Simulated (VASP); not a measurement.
Pd, 1 atom in the cell. It takes space group Fm-3m (No. 225, cubic). The conventional cell has a = 3.876 Å, b = 3.876 Å, c = 3.876 Å, α = 90.00°, β = 90.00°, γ = 90.00°. Pd (site symmetry m-3m) has 12 Pd at 2.74 Å within 3.6 Å. 

```yaml
Program: VASP 6.6.1
Task: single point
Functional: PBEsol
Potentials_or_basis: VASP PAW PBE potentials, release 64 (Pd)
Cutoff: 520 eV
k_mesh: 9 × 9 × 9
Occupations: fermi-dirac, width 0.1 eV
Spin: no spin polarisation
Dipole_correction: no
Further_INCAR_settings: ALGO = Normal; EDIFF = 1e-06; NBANDS = 11
```

Potentials or basis: VASP PAW PBE potentials, release 64 (Pd).

The run is started by

```sh
$ cat potpaw_PBE.64/Pd/POTCAR > POTCAR
$ mpirun -np 1 vasp_std > vasp.out
```

Hardware: 1 thread of AMD EPYC 9R45 96-Core Processor (Zen 5) (shared host).

**Question.** Estimate the wall time of this run.

**Answer.** It took 3.7 s on 1 thread of AMD EPYC 9R45 96-Core Processor (Zen 5), with other jobs on the host, peak memory 0.09 GiB. Counts: scf iterations 11, k points 35.
